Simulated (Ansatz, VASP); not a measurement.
## Mg3Sb2: VASP beside Ansatz

```
Mg Sb
1.0
     4.56916    0.00000    0.00000
    -2.28458    3.95701    0.00000
     0.00000    0.00000    7.24042
Mg Sb
3 2
Direct
  0.33333 0.66667 0.63366
  0.66667 0.33333 0.36634
  0.00000 0.00000 0.00000
  0.33333 0.66667 0.22874
  0.66667 0.33333 0.77126
```

Alike in both runs: functional r2SCAN; k mesh 6 × 6 × 4; occupations gaussian, width 0.02 eV; no spin polarisation.

Ansatz relaxed the structure, and its values are those at the end. VASP's run is a single point on that final structure, the one shown.

```csv
,VASP,Ansatz
version,VASP 6.6.1,Ansatz 0.2.0
potentials or method,"VASP PAW PBE potentials, release 64 (Mg, Sb), cutoff 660 eV","scalar-relativistic, plane waves, PAW"
valence electrons in the cell,16,60
```

```tsv
	VASP	Ansatz	Ansatz less VASP
gap on the k mesh at the Fermi level (eV)	0.56	0.60	+0.038
least direct gap on the mesh (eV)	1.75	1.77	+0.028
pressure (GPa)	0.0	0.0	0.00
rms of the force components (eV/Å)	0.006	0.001	-0.0053
```

VASP's potentials were made for PBE, not for r2SCAN. With one functional, cell and mesh, what is left measures potentials, basis and numerics. VASP's potentials hold 16 valence electrons a cell and Ansatz's 60, so a difference there can come from the potentials and not from the codes.

Neither program's run includes spin-orbit coupling.
